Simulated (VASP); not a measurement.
Wanted: the native input for a VASP 6.6.1 run.

* Task: single point
* Functional: LDA
* Potentials or basis: VASP PAW LDA potentials, release 64 (Nb_sv, H)
* Cutoff: 520 eV
* k mesh: 9 × 7 × 1
* Occupations: gaussian, width 0.1 eV
* Spin: no spin polarisation
* Dipole correction: yes
* Further INCAR settings: ALGO = Normal; EDIFF = 1e-07; NBANDS = 34

The structure of Nb4H lies in POSCAR:

```
Nb4H
1.0
    2.9270177669      0.0000000000      0.0000000000
    0.0000000000      4.1394282232      0.0000000000
    0.0000000000      0.0000000000     21.2576690685
Nb H
4 1
Direct
    0.5000000000      0.5000000000      0.1881673850
    0.0000000000      0.0000000000      0.2570135449
    0.5000000000      0.5000000000      0.3306382692
    0.0000000000      0.0000000000      0.3884559987
    0.0000000000      0.1666666667      0.4594891866
```

One way to write it, as run:

INCAR

```
SYSTEM = Nb4H
ALGO     = Normal         ! electronic algorithm
DIPOL    = 0.5 0.5 0.325
EDIFF    = 1E-7           ! SCF threshold, eV
ENCUT    = 520            ! plane-wave cutoff, eV
IDIPOL   = 3            
ISIF     = 2              ! what is computed and relaxed
ISMEAR   = 0              ! smearing method
LASPH    = .True.         ! aspherical terms in the spheres
LCHARG   = .False.        ! write CHGCAR
LDIPOL   = .True.       
LREAL    = .False.        ! projectors in reciprocal space
LWAVE    = .False.        ! write WAVECAR
NBANDS   = 34             ! bands
NELM     = 100            ! most SCF steps
PREC     = Accurate       ! precision mode
SIGMA    = 0.1            ! smearing width, eV
```

KPOINTS

```
k-points
0
Gamma
  9 7 1
  0 0 0
```

Potentials or basis: VASP PAW LDA potentials, release 64 (Nb_sv, H).

Run with:

```sh
$ cat potpaw_LDA.64/Nb_sv/POTCAR potpaw_LDA.64/H/POTCAR > POTCAR
$ mpirun -np 1 vasp_std > vasp.out
```

It gave:

| Quantity | Value |
| --- | --- |
| Largest force | 1.903 eV/Å |

It took 2.8 min on 1 thread of Intel(R) Xeon(R) 6975P-C (Granite Rapids), on a shared host, peak memory 0.35 GiB.
